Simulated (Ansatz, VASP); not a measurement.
## Ti2HC: VASP beside Ansatz

Contents of INCAR:

```
SYSTEM = Ti2HC
ALGO     = Normal         ! electronic algorithm
EDIFF    = 1E-7           ! SCF threshold, eV
EDIFFG   = -0.01          ! ionic threshold
ENCUT    = 600            ! plane-wave cutoff, eV
GGA      = PS             ! functional
IBRION   = 2              ! ionic algorithm
ISIF     = 3              ! what is computed and relaxed
ISMEAR   = 0              ! smearing method
IVDW     = 12             ! dispersion correction
LASPH    = .TRUE.         ! aspherical terms in the spheres
LCHARG   = .FALSE.        ! write CHGCAR
LREAL    = .FALSE.        ! projectors in reciprocal space
LWAVE    = .FALSE.        ! write WAVECAR
NELM     = 100            ! most SCF steps
NSW      = 80             ! ionic steps
PREC     = Accurate       ! precision mode
SIGMA    = 0.05           ! smearing width, eV
```

The input KPOINTS:

```
k-points
0
G
  9 9 9
  0 0 0
```

POSCAR

```
Ti2HC
1.0
    1.5482797500      0.8938997300      4.7948803100
   -1.5482797500      0.8938997300      4.7948803100
    0.0000000000     -1.7877994600      4.7948803100
Ti H C
2 1 1
Direct
    0.7560540500      0.7560540500      0.7560540500
    0.2439459500      0.2439459500      0.2439459500
    0.0000000000      0.0000000000      0.0000000000
    0.5000000000      0.5000000000      0.5000000000
```

Input for Ansatz:

```yaml
crystal:
  lattice:
    - [1.54827975, 0.89389973, 4.79488031]
    - [-1.54827975, 0.89389973, 4.79488031]
    - [0.0, -1.78779946, 4.79488031]
  atoms:
    - { symbol: Ti, position: [0.75605405, 0.75605405, 0.75605405] }
    - { symbol: Ti, position: [0.24394595, 0.24394595000000002, 0.24394595] }
    - { symbol: H, position: [0.0, 0.0, 0.0] }
    - { symbol: C, position: [0.5, 0.5, 0.5] }
basis:
  ecutwfc: 550.0
kpoints:
  mp_grid:
    grid: [9, 9, 9]
hamiltonian:
  xc: pbesol
  dispersion: d3bj
scf:
  occupations:
    method: gaussian
    width: 0.05
relax:
  cell: {}
```

Alike in both runs: task relaxation of cell and atoms; functional PBEsol; dispersion D3(BJ); k mesh 9 × 9 × 9; occupations gaussian, width 0.05 eV; no spin polarisation.

```csv
,VASP,Ansatz
version,VASP 6.6.1,Ansatz 0.2.0
potentials or method,"VASP PAW PBE potentials, release 64 (Ti_sv, H, C), cutoff 600 eV","plane waves, PAW"
valence electrons in the cell,29,29
```

Ansatz gave:

| Property | Result |
| --- | --- |
| relaxed volume (Å³/atom) | 9.36 |
| relaxed length of the cell vector where the two differ most in proportion (Å) | 5.010 |

Task: Estimate VASP's values.

Result: Relaxed volume (Å³/atom): 9.36; relaxed length of the cell vector where the two differ most in proportion (Å): 5.009.

VASP's potentials were made for PBE, not for PBEsol.
